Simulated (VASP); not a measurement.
# SiC (zincblende type) (F-43m) in VASP: a series of runs

SiC (zincblende type) is run at these levels: PBE; tasks: single point.

Program: VASP 6.6.1. These are calculated values, not measurements. Logs are shortened: lines on timing, memory, paths and dates and some standing lists are left out, and cuts for length are marked.

### Step 1. The cell of the first run

It takes space group F-43m (No. 216, cubic). Conventional cell: a = 3.993 Å, b = 3.993 Å, c = 3.993 Å, α = 90.00°, β = 90.00°, γ = 90.00°. Si (site symmetry -43m) has 4 C at 1.73 Å within 2.3 Å. Within 2.3 Å of C (site symmetry -43m) lie 4 Si at 1.73 Å.

### Step 2. Single point, PBE

INCAR reads:

```
PREC = Accurate
ENCUT = 520
EDIFF = 1E-7
ISMEAR = -1
SIGMA = 0.1
LREAL = False
LASPH = True
NELM = 60
ALGO = Normal
ISIF = 2
LWAVE = False
LCHARG = False
GGA = PE
NBANDS = 11
```

KPOINTS reads:

```
Automatic mesh
0
Gamma
  17 17 17
```

POSCAR reads:

```
SiC
1.0
    0.0000000000      1.9965571923      1.9965571923
    1.9965571923      0.0000000000      1.9965571923
    1.9965571923      1.9965571923      0.0000000000
Si C
1 1
Direct
    0.0000000000      0.0000000000      0.0000000000
    0.2500000000      0.2500000000      0.2500000000
```

Potentials or basis: VASP PAW PBE potentials, release 64 (Si, C).

Command:

```sh
> cat potpaw_PBE.64/Si/POTCAR potpaw_PBE.64/C/POTCAR > POTCAR
> mpirun -np 1 vasp_std > vasp.out
```

OUTCAR:

```text
PREC = Accurate
   ENCUT = 520
   EDIFF = 1E-7
   ISMEAR = -1
   LREAL = False
   LASPH = True
   NELM = 60
   ISIF = 2
   GGA = PE

 ion  position               nearest neighbor table
   1  0.000  0.000  0.000-   2 1.73   2 1.73   2 1.73   2 1.73
   2  0.250  0.250  0.250-   1 1.73   1 1.73   1 1.73   1 1.73

  LATTYP: Found a face centered cubic cell.
 ALAT       =     3.9931143846

  Lattice vectors:

 A1 = (   0.0000000000,   1.9965571923,   1.9965571923)
 A2 = (   1.9965571923,   0.0000000000,   1.9965571923)
 A3 = (   1.9965571923,   1.9965571923,   0.0000000000)

Analysis of symmetry for initial positions (statically):
=====================================================================
 Subroutine PRICEL returns:
 Original cell was already a primitive cell.

 Routine SETGRP: Setting up the symmetry group for a
 face centered cubic supercell.

 Subroutine GETGRP returns: Found 24 space group operations
 (whereof 24 operations were pure point group operations)
 out of a pool of 48 trial point group operations.

The static configuration has the point symmetry T_d .

Analysis of symmetry for dynamics (positions and initial velocities):
=====================================================================
 Subroutine PRICEL returns:
 Original cell was already a primitive cell.

 Routine SETGRP: Setting up the symmetry group for a
 face centered cubic supercell.

 Subroutine GETGRP returns: Found 24 space group operations
 (whereof 24 operations were pure point group operations)
 out of a pool of 48 trial point group operations.

The dynamic configuration has the point symmetry T_d .

 Subroutine INISYM returns: Found 24 space group operations
 (whereof 24 operations are pure point group operations),
 and found     1 'primitive' translations

----------------------------------------------------------------------------------------

                                     Primitive cell

  volume of cell :      15.9175

  direct lattice vectors                    reciprocal lattice vectors
     0.000000000  1.996557192  1.996557192    -0.250431093  0.250431093  0.250431093
     1.996557192  0.000000000  1.996557192     0.250431093 -0.250431093  0.250431093
     1.996557192  1.996557192  0.000000000     0.250431093  0.250431093 -0.250431093

  length of vectors
     2.823558259  2.823558259  2.823558259     0.433759377  0.433759377  0.433759377

  position of ions in fractional coordinates (direct lattice)
     0.000000000  0.000000000  0.000000000
     0.250000000  0.250000000  0.250000000

  ion indices of the primitive-cell ions
   primitive index   ion index
                 1           1
                 2           2

----------------------------------------------------------------------------------------

 KPOINTS: Automatic mesh

Automatic generation of k-mesh.
 Grid dimensions read from file:
 generate k-points for:   17   17   17

 Generating k-lattice:

  Cartesian coordinates                     Fractional coordinates (reciprocal lattice)
    -0.014731241  0.014731241  0.014731241     0.058823529  0.000000000  0.000000000
     0.014731241 -0.014731241  0.014731241     0.000000000  0.058823529  0.000000000
     0.014731241  0.014731241 -0.014731241     0.000000000  0.000000000  0.058823529

  Length of vectors
     0.025515257  0.025515257  0.025515257

  Shift w.r.t. Gamma in fractional coordinates (k-lattice)
     0.000000000  0.000000000  0.000000000

 Subroutine IBZKPT returns following result:
 ===========================================

 Found    165 irreducible k-points:

 Following reciprocal coordinates:
            Coordinates               Weight
  0.000000  0.000000  0.000000      1.000000
  0.058824  0.000000  0.000000      8.000000
  0.117647  0.000000  0.000000      8.000000
  0.176471  0.000000  0.000000      8.000000
  0.235294  0.000000  0.000000      8.000000
  0.294118  0.000000  0.000000      8.000000
[... 16 lines left out ...]
 -0.176471  0.058824  0.000000     24.000000
 -0.117647  0.058824  0.000000     24.000000
 [... further k-points ...]
   k-points           NKPTS =    165   k-points in BZ     NKDIM =    165   number of bands    NBANDS=     11
   number of dos      NEDOS =    301   number of ions     NIONS =      2
   total plane-waves  NPLWV =  13824
   dimension x,y,z NGX =    24 NGY =   24 NGZ =   24
   dimension x,y,z NGXF=    48 NGYF=   48 NGZF=   48
   ions per type =               1   1
   NGX,Y,Z   is equivalent  to a cutoff of  14.13, 14.13, 14.13 a.u.
   NGXF,Y,Z  is equivalent  to a cutoff of  28.26, 28.26, 28.26 a.u.
 SYSTEM =  unknown system
   PREC   = accura    normal or accurate (medium, high low for compatibility)
   ISTART =      0    job   : 0-new  1-cont  2-samecut
   ICHARG =      2    charge: 1-file 2-atom 10-const
   ISPIN  =      1    spin polarized calculation?
   LNONCOLLINEAR =      F non collinear calculations
   LSORBIT =      F    spin-orbit coupling
   LASPH  =      T    aspherical Exc in radial PAW
   ENCUT  =  520.0 eV  38.22 Ry    6.18 a.u.   5.25  5.25  5.25*2*pi/ulx,y,z
   NELM   =     60;   NELMIN=  2; NELMDL= -5     # of ELM steps
   EDIFF  = 0.1E-06   stopping-criterion for ELM
   LREAL  =      F    real-space projection
   EDIFFG = 0.1E-05   stopping-criterion for IOM
   NSW    =      0    number of steps for IOM
   IBRION =     -1    ionic relax: 0-MD 1-quasi-New 2-CG
   NFREE  =      0    steps in history (QN), initial steepest desc. (CG)
   ISIF   =      2    stress and relaxation
   ISYM   =      2    0-nonsym 1-usesym 2-fastsym
   POTIM  = 0.5000    time-step for ionic-motion
   TEBEG  =    0.0;   TEEND  =   0.0 temperature during run
   PSTRESS=    0.0 pullay stress
   NELECT =       8.0000    total number of electrons
   NUPDOWN=      -1.0000    fix difference up-down
   EMIN   =  10.00;   EMAX   =-10.00  energy-range for DOS
   EFERMI =   0.00;   METHOD = LEGACY
   ISMEAR =    -1;   SIGMA  =   0.10  broadening in eV -4-tet -1-fermi 0-gaus
   EFERMI_NEDOS =   21; number of points for ismear=-14 and -15
   IALGO  =     38    algorithm
   IMIX   =      4    mixing-type and parameters
     AMIX     =   0.40;   BMIX     =  1.00
     AMIX_MAG =   1.60;   BMIX_MAG =  1.00
  volume/ion in A,a.u.               =       7.96        53.71
  Fermi-wavevector in a.u.,A,eV,Ry     =   1.301607  2.459680 23.050714  1.694180
  Thomas-Fermi vector in A             =   2.432729
   LORBIT       =      0    0 simple, 1 ext, 2 COOP (PROOUT), +10 PAW based schemes
   GGA     = PE    functional components
   LHFCALC =     F    Hartree Fock is set to
   AEXX    =    0.0000 exact exchange contribution
   IVDW    =     0    specifies the selected vdW correction
   LEPSILON=     F    determine dielectric tensor
   LRPA    =     F    only Hartree local field effects (RPA)
 non-spin polarized calculation
  energy-cutoff  :      520.00
  volume of cell :       15.92
 maximum number of plane-waves:       444
 NGX is ok and might be reduce to    24
   NGX = 11   NGY = 11   NGZ = 11

 number of electron       8.0000000 magnetization

 Free energy of the ion-electron system (eV)
  ---------------------------------------------------
  ext. energy  EPLUGINS =         0.00000000
  ---------------------------------------------------
  free energy    TOTEN  =       -13.79180875 eV

  energy without entropy =      -13.79175793  energy(sigma->0) =      -13.79178334

 E-fermi :  11.9974     XC(G=0): -12.5406

 val. band max:       11.3284690680   @ k =  -0.0588   0.0588   0.0000
 cond. band min:      12.4494358101   @ k =   0.4706   0.4706   0.0000
 fundamental gap:      1.1209667421
 Fermi energy:        11.9974257738

 k-point     1 :       0.0000    0.0000    0.0000
  band No.  band energies     occupation
      1      -6.2770      2.00000
      2      11.3284      1.99752
      3      11.3284      1.99752
      4      11.3284      1.99752
      5      20.7293      0.00000
      6      20.7308      0.00000
      7      20.7308      0.00000
      8      20.7308      0.00000
      9      27.5112      0.00000
     10      27.5112      0.00000
     11      30.9026      0.00000

 k-point     2 :       0.0588    0.0000    0.0000
  band No.  band energies     occupation
      1      -6.1942      2.00000
      2      10.9367      1.99995
      3      11.2794      1.99848
      4      11.2794      1.99848
      5      20.5147      0.00000
      6      20.8397      0.00000
      7      20.8397      0.00000
      8      21.1432      0.00000
      9      26.9573      0.00000
     10      26.9573      0.00000
     11      30.4268      0.00000

 k-point     3 :       0.1176    0.0000    0.0000
  band No.  band energies     occupation
      1      -5.9467      2.00000
      2       9.9063      2.00000
      3      11.1457      1.99960
      4      11.1457      1.99960
      5      20.2986      0.00000
      6      21.0956      0.00000
      7      21.0956      0.00000
      8      21.8215      0.00000
      9      26.0829      0.00000
     10      26.0829      0.00000
     11      29.7554      0.00000

 k-point     4 :       0.1765    0.0000    0.0000
  band No.  band energies     occupation
      1      -5.5371      2.00000
      2       8.5045      2.00000
      3      10.9601      1.99994
      4      10.9601      1.99994
      5      20.0510      0.00000
      6      21.2723      0.00000
      7      21.2723      0.00000
      8      22.5422      0.00000
      9      25.6171      0.00000
     10      25.6171      0.00000
     11      29.2703      0.00000
[... 239 lines left out ...]
 k-point    22 :      -0.2353    0.0588    0.0000
  band No.  band energies     occupation
      1      -4.6779      2.00000
      2       6.4377      2.00000
      3      10.0953      2.00000
      4      10.9209      1.99996
      5      19.8293      0.00000
      6      20.8716      0.00000
      7      21.0911      0.00000
      8      23.1030      0.00000
      9      25.1410      0.00000
     10      27.3450      0.00000
     11      29.7656      0.00000

 k-point    23 :      -0.1765    0.0588    0.0000
  band No.  band energies     occupation
      1      -5.2931      2.00000
      2       8.0013      2.00000
      3      10.3164      2.00000
      4      11.1221      1.99968
      5      20.0575      0.00000
      6      21.1224      0.00000
      7      21.4415      0.00000
      8      22.6086      0.00000
      9      24.6333      0.00000
     10      26.6853      0.00000
     11      29.8242      0.00000

 k-point    24 :      -0.1176    0.0588    0.0000
  band No.  band energies     occupation
      1      -5.7549      2.00000
      2       9.4267      2.00000
      3      10.5877      2.00000
      4      11.2694      1.99862
      5      20.2651      0.00000
      6      21.0512      0.00000
      7      21.3354      0.00000
      8      22.1555      0.00000
      9      24.9418      0.00000
     10      26.5259      0.00000
     11      30.3005      0.00000

 [... further k-points ...]
[... 5 lines left out ...]
  --------------------------------------------------------------------------------------
  -------------------------------------------------------------------------------------
  Total        9.9093096      9.9093096      9.9093096     -0.0000000     -0.0000000      0.0000000
  in kB      997.4214864    997.4214864    997.4214864     -0.0000000     -0.0000000      0.0000000
  external PRESSURE =     997.4214864 kB  Pullay stress =       0.0000000 kB

 VOLUME and BASIS-vectors are now :
 -----------------------------------------------------------------------------
  energy-cutoff  :      520.00
  volume of cell :       15.92
      direct lattice vectors                 reciprocal lattice vectors
     0.000000000  1.996557192  1.996557192    -0.250431093  0.250431093  0.250431093
     1.996557192  0.000000000  1.996557192     0.250431093 -0.250431093  0.250431093
     1.996557192  1.996557192  0.000000000     0.250431093  0.250431093 -0.250431093

 POSITION                                       TOTAL-FORCE (eV/Angst)
 -----------------------------------------------------------------------------------
      0.00000      0.00000      0.00000         0.000000      0.000000     -0.000000
      0.99828      0.99828      0.99828        -0.000000     -0.000000      0.000000
 -----------------------------------------------------------------------------------
    total drift:                               -0.000000     -0.000000     -0.000000

  FREE ENERGIE OF THE ION-ELECTRON SYSTEM (eV)
  ---------------------------------------------------
  free  energy   TOTEN  =       -13.7918087478 eV

  energy  without entropy=      -13.7917579320  energy(sigma->0) =      -13.79178334
```

Run time: 56 s. Hardware: 1 thread of AMD EPYC 7R13, shared host; peak memory 0.12 GiB.

What came out:

- Free energy: -13.7918 eV
- Pressure: 99.7 GPa
- Band gap on the k mesh: 1.12 eV, indirect (least direct gap 4.77 eV)

Levels at points of the mesh, in eV from the valence-band top:
| k point | band 1 | band 2 | band 3 | band 4 | band 5 | band 6 | band 7 | band 8 |
| --- | --- | --- | --- | --- | --- | --- | --- | --- |
| (0.00, 0.00, 0.00) | -17.61 | 0.00 | 0.00 | 0.00 | 9.40 | 9.40 | 9.40 | 9.40 |

A k mesh can miss the band edges.

### Step 3. Single point, PBE

INCAR reads:

```
SYSTEM = SiC
  PREC = Accurate
  ENCUT = 520
  EDIFF = 1E-7
  ISMEAR = -1
  SIGMA = 0.1
  LREAL = .False.
  LASPH = .True.
  NELM = 80
  ALGO = Normal
  ISIF = 2
  LWAVE = .False.
  LCHARG = .True.
  GGA = PE
  LELF = .True.
  LVHAR = .True.
  NBANDS = 11
```

KPOINTS reads:

```
Automatic mesh
0
Gamma
  17 17 17
  0 0 0
```

POSCAR reads:

```
SiC
1.0
    0.0000000000      1.9962647281      1.9962647281
    1.9962647281      0.0000000000      1.9962647281
    1.9962647281      1.9962647281      0.0000000000
Si C
1 1
Direct
    0.0000000000      0.0000000000      0.0000000000
    0.2500000000      0.2500000000      0.2500000000
```

Potentials or basis: VASP PAW PBE potentials, release 64 (Si, C).

Command:

```sh
> cat potpaw_PBE.64/Si/POTCAR potpaw_PBE.64/C/POTCAR > POTCAR
> mpirun -np 1 vasp_std > vasp.out
```

Wall time 70 s (1 thread of AMD EPYC 7R13, shared host); peak memory 0.12 GiB.

It converged, with:

* Free energy: -13.7874 eV
* Pressure: 100.0 GPa
* Band gap on the k mesh: 1.12 eV, indirect (least direct gap 4.77 eV)

Levels at points of the mesh, in eV from the valence-band top:
```tsv
k point	band 1	band 2	band 3	band 4	band 5	band 6	band 7	band 8
(0.00, 0.00, 0.00)	-17.61	0.00	0.00	0.00	9.41	9.41	9.41	9.41
```

A k mesh can miss the band edges. As with any semilocal functional, this PBE gap is likely too small.
